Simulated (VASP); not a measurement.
# Be (P6_3/mmc) in VASP: notebook

Runs on Be. Level: PBE. Tasks: relaxation of shape and atoms at fixed volume.

Everything below comes from runs of VASP 6.6.1. Logs are shortened: lines on timing, memory, paths and dates and some standing lists are left out, and cuts for length are marked.

## 1. The cell of the first run

It takes space group P6_3/mmc (No. 194, hexagonal). Conventional cell: a = 2.193 Å, b = 2.193 Å, c = 3.457 Å, α = 90.00°, β = 90.00°, γ = 120.00°. Be (site symmetry -6m2) has 12 Be at 2.14 to 2.19 Å within 2.8 Å.

## 2. Relaxation of shape and atoms at fixed volume, PBE (7.20 Å³/atom)

The input, INCAR:

```
SYSTEM = Be
PREC = Accurate
ENCUT = 600
EDIFF = 1E-7
ISMEAR = 0
SIGMA = 0.1
LREAL = .False.
LASPH = .True.
NELM = 60
ALGO = Normal
ISIF = 4
LWAVE = .False.
LCHARG = .False.
GGA = PE
IBRION = 2
NSW = 50
EDIFFG = -0.01
```

The input, KPOINTS:

```
Automatic mesh
0
Gamma
  24 24 12
  0 0 0
```

The input, POSCAR:

```
Be
1.0
    2.1928582775      0.0000000000      0.0000000000
   -1.0964291387      1.8990709752      0.0000000000
    0.0000000000      0.0000000000      3.4572009759
Be
2
Direct
    0.3333333333      0.6666666667      0.2500000000
    0.6666666667      0.3333333333      0.7500000000
```

Potentials or basis: VASP PAW PBE potentials, release 64 (Be).

Started as:

```bash
$ cat potpaw_PBE.64/Be/POTCAR > POTCAR
$ mpirun -np 1 vasp_std > vasp.out
```

OUTCAR:

```text
SYSTEM = Be
   PREC = Accurate
   ENCUT = 600
   EDIFF = 1E-7
   ISMEAR = 0
   LREAL = .False.
   LASPH = .True.
   NELM = 60
   ISIF = 4
   GGA = PE
   IBRION = 2
   NSW = 50
   EDIFFG = -0.01

 ion  position               nearest neighbor table
   1  0.333  0.667  0.250-   2 2.14   2 2.14   2 2.14   2 2.14   2 2.14   2 2.14
   2  0.667  0.333  0.750-   1 2.14   1 2.14   1 2.14   1 2.14   1 2.14   1 2.14

  LATTYP: Found a hexagonal cell.
 ALAT       =     2.1928582775
 C/A-ratio  =     1.5765729192

  Lattice vectors:

 A1 = (   2.1928582775,   0.0000000000,   0.0000000000)
 A2 = (  -1.0964291387,   1.8990709752,   0.0000000000)
 A3 = (   0.0000000000,   0.0000000000,   3.4572009759)

Analysis of symmetry for initial positions (statically):
=====================================================================
 Subroutine PRICEL returns:
 Original cell was already a primitive cell.

 Routine SETGRP: Setting up the symmetry group for a
 hexagonal supercell.

 Subroutine GETGRP returns: Found 24 space group operations
 (whereof 12 operations were pure point group operations)
 out of a pool of 24 trial point group operations.

The static configuration has the point symmetry D_3d.
 The point group associated with its full space group is D_6h.

Analysis of symmetry for dynamics (positions and initial velocities):
=====================================================================
 Subroutine PRICEL returns:
 Original cell was already a primitive cell.

 Routine SETGRP: Setting up the symmetry group for a
 hexagonal supercell.

 Subroutine GETGRP returns: Found 24 space group operations
 (whereof 12 operations were pure point group operations)
 out of a pool of 24 trial point group operations.

The dynamic configuration has the point symmetry D_3d.
 The point group associated with its full space group is D_6h.

 Subroutine INISYM returns: Found 24 space group operations
 (whereof 12 operations are pure point group operations),
 and found     1 'primitive' translations

----------------------------------------------------------------------------------------

                                     Primitive cell

  volume of cell :      14.3971

  direct lattice vectors                    reciprocal lattice vectors
     2.192858278  0.000000000  0.000000000     0.456025823  0.263286631  0.000000000
    -1.096429139  1.899070975  0.000000000     0.000000000  0.526573263  0.000000000
     0.000000000  0.000000000  3.457200976     0.000000000  0.000000000  0.289251336

  length of vectors
     2.192858278  2.192858277  3.457200976     0.526573263  0.526573263  0.289251336

  position of ions in fractional coordinates (direct lattice)
     0.333333333  0.666666667  0.250000000
     0.666666667  0.333333333  0.750000000

  ion indices of the primitive-cell ions
   primitive index   ion index
                 1           1
                 2           2

----------------------------------------------------------------------------------------

 KPOINTS: Automatic mesh

Automatic generation of k-mesh.
 Grid dimensions read from file:
 generate k-points for:   24   24   12

 Generating k-lattice:

  Cartesian coordinates                     Fractional coordinates (reciprocal lattice)
     0.019001076  0.010970276  0.000000000     0.041666667  0.000000000  0.000000000
     0.000000000  0.021940553  0.000000000     0.000000000  0.041666667  0.000000000
     0.000000000  0.000000000  0.024104278     0.000000000  0.000000000  0.083333333
[... 52 lines left out ...]
   LNONCOLLINEAR =      F non collinear calculations
   LSORBIT =      F    spin-orbit coupling
   LASPH  =      T    aspherical Exc in radial PAW
   ENCUT  =  600.0 eV  44.10 Ry    6.64 a.u.   4.38  4.38  6.90*2*pi/ulx,y,z
   NELM   =     60;   NELMIN=  2; NELMDL= -5     # of ELM steps
   EDIFF  = 0.1E-06   stopping-criterion for ELM
   LREAL  =      F    real-space projection
   EDIFFG = -.1E-01   stopping-criterion for IOM
   NSW    =     50    number of steps for IOM
   IBRION =      2    ionic relax: 0-MD 1-quasi-New 2-CG
   NFREE  =      1    steps in history (QN), initial steepest desc. (CG)
   ISIF   =      4    stress and relaxation
   ISYM   =      2    0-nonsym 1-usesym 2-fastsym
   POTIM  = 0.5000    time-step for ionic-motion
   TEBEG  =    0.0;   TEEND  =   0.0 temperature during run
   PSTRESS=    0.0 pullay stress
   NELECT =       4.0000    total number of electrons
   NUPDOWN=      -1.0000    fix difference up-down
   EMIN   =  10.00;   EMAX   =-10.00  energy-range for DOS
   EFERMI =   0.00;   METHOD = LEGACY
   ISMEAR =     0;   SIGMA  =   0.10  broadening in eV -4-tet -1-fermi 0-gaus
   EFERMI_NEDOS =   21; number of points for ismear=-14 and -15
   IALGO  =     38    algorithm
   IMIX   =      4    mixing-type and parameters
     AMIX     =   0.40;   BMIX     =  1.00
     AMIX_MAG =   1.60;   BMIX_MAG =  1.00
  volume/ion in A,a.u.               =       7.20        48.58
  Fermi-wavevector in a.u.,A,eV,Ry     =   1.068241  2.018683 15.526145  1.141139
  Thomas-Fermi vector in A             =   2.203883
   LORBIT       =      0    0 simple, 1 ext, 2 COOP (PROOUT), +10 PAW based schemes
   GGA     = PE    functional components
   LHFCALC =     F    Hartree Fock is set to
   AEXX    =    0.0000 exact exchange contribution
   IVDW    =     0    specifies the selected vdW correction
   LEPSILON=     F    determine dielectric tensor
   LRPA    =     F    only Hartree local field effects (RPA)
 conjugate gradient relaxation of ions
 non-spin polarized calculation
 Gauss-broadening in eV      SIGMA  =   0.10
  energy-cutoff  :      600.00
  volume of cell :       14.40
 maximum number of plane-waves:       499
 NGX is ok and might be reduce to    18
   NGX =  9   NGY =  9   NGZ = 13

--------------------------------------- Ionic step        1  -------------------------------------------

 number of electron       4.0000000 magnetization

 Free energy of the ion-electron system (eV)
  ---------------------------------------------------
  ext. energy  EPLUGINS =         0.00000000
  ---------------------------------------------------
  free energy    TOTEN  =        -7.47484414 eV

  energy without entropy =       -7.47382425  energy(sigma->0) =       -7.47433420

------------------------ aborting loop because EDIFF is reached ----------------------------------------

  FORCE on cell =-STRESS in cart. coord.  units (eV):
  Direction    XX          YY          ZZ          XY          YZ          ZX
  --------------------------------------------------------------------------------------
  -------------------------------------------------------------------------------------
  Total        1.2107060      1.2107060      1.2844382      0.0000000      0.0000000     -0.0000000
  in kB      134.7326564    134.7326564    142.9379080      0.0000000      0.0000000     -0.0000000
  external PRESSURE =     137.4677403 kB  Pullay stress =       0.0000000 kB

 VOLUME and BASIS-vectors are now :
 -----------------------------------------------------------------------------
  energy-cutoff  :      600.00
  volume of cell :       14.40
      direct lattice vectors                 reciprocal lattice vectors
     2.192858278  0.000000000  0.000000000     0.456025823  0.263286631  0.000000000
    -1.096429139  1.899070975  0.000000000     0.000000000  0.526573263  0.000000000
     0.000000000  0.000000000  3.457200976     0.000000000  0.000000000  0.289251336

 POSITION                                       TOTAL-FORCE (eV/Angst)
 -----------------------------------------------------------------------------------
     -0.00000      1.26605      0.86430        -0.000000     -0.000000      0.000000
      1.09643      0.63302      2.59290         0.000000      0.000000      0.000000
 -----------------------------------------------------------------------------------
    total drift:                                0.000000     -0.000000      0.000000

  FREE ENERGIE OF THE ION-ELECTRON SYSTEM (eV)
  ---------------------------------------------------
  free  energy   TOTEN  =        -7.4748441365 eV

  energy  without entropy=       -7.4738242547  energy(sigma->0) =       -7.47433420

--------------------------------------- Ionic step        2  -------------------------------------------

 number of electron       4.0000000 magnetization

 Free energy of the ion-electron system (eV)
  ---------------------------------------------------
  ext. energy  EPLUGINS =         0.00000000
  ---------------------------------------------------
  free energy    TOTEN  =        -7.47489156 eV

  energy without entropy =       -7.47385685  energy(sigma->0) =       -7.47437420

 E-fermi :   7.7849     XC(G=0): -10.9180

 val. band max:        7.7650487732   @ k =   0.2917   0.2917   0.0000
 cond. band min:       7.7934576710   @ k =   0.2500   0.2083   0.0833
 fundamental gap:      0.0284088977
 Fermi energy:         7.7849498345

 k-point     1 :       0.0000    0.0000    0.0000
  band No.  band energies     occupation
      1      -4.0524      2.00000
      2       3.0008      2.00000
      3       9.2119      0.00000
      4      25.0997      0.00000
      5      25.0997      0.00000
      6      28.1219      0.00000
[... 199 lines left out ...]
 k-point    24 :       0.4583    0.0417    0.0000
  band No.  band energies     occupation
      1       2.3619      2.00000
      2       4.8133      2.00000
      3      11.5340      0.00000
      4      14.9171      0.00000
      5      15.1315      0.00000
      6      16.8354      0.00000

 [... further k-points ...]
[... 5 lines left out ...]
  --------------------------------------------------------------------------------------
  -------------------------------------------------------------------------------------
  Total        1.2308460      1.2308460      1.2376486      0.0000000      0.0000000      0.0000000
  in kB      136.9739272    136.9739272    137.7309552      0.0000000      0.0000000      0.0000000
  external PRESSURE =     137.2262699 kB  Pullay stress =       0.0000000 kB

 VOLUME and BASIS-vectors are now :
 -----------------------------------------------------------------------------
  energy-cutoff  :      600.00
  volume of cell :       14.40
      direct lattice vectors                 reciprocal lattice vectors
     2.191559033  0.000000000 -0.000000000     0.456296173  0.263442718 -0.000000000
    -1.095779516  1.897945796  0.000000000    -0.000000000  0.526885437  0.000000000
     0.000000000  0.000000000  3.461301327     0.000000000 -0.000000000  0.288908681

 POSITION                                       TOTAL-FORCE (eV/Angst)
 -----------------------------------------------------------------------------------
     -0.00000      1.26530      0.86533        -0.000000     -0.000000      0.000000
      1.09578      0.63265      2.59598         0.000000      0.000000      0.000000
 -----------------------------------------------------------------------------------
    total drift:                                0.000000     -0.000000      0.000000

  FREE ENERGIE OF THE ION-ELECTRON SYSTEM (eV)
  ---------------------------------------------------
  free  energy   TOTEN  =        -7.4748915610 eV

  energy  without entropy=       -7.4738568454  energy(sigma->0) =       -7.47437420

 reached required accuracy - stopping structural energy minimisation
```

It took 81 s on 1 thread of Intel Xeon 8259CL, shared host; peak memory 0.16 GiB.

Results:

| Property | Result |
| --- | --- |
| Free energy | -7.4749 eV |
| Energy gained by relaxing | 0.0 meV/atom |
| Ionic steps | 2 |
| Pressure after relaxing | 13.7 GPa |
| Band gap on the k mesh | zero (bands 2 and 3 overlap by 2.18 eV) |

Final structure:
```xyz
2
Lattice="2.1916 0.0000 0.0000 -1.0958 1.8979 0.0000 0.0000 0.0000 3.4613" Properties=species:S:1:pos:R:3 pbc="T T T"
Be    0.0000    1.2653    0.8653
Be    1.0958    0.6326    2.5960
```

[end of part 1 of 2]

The gap in the log of VASP goes by the Fermi energy; the results here count the filled bands.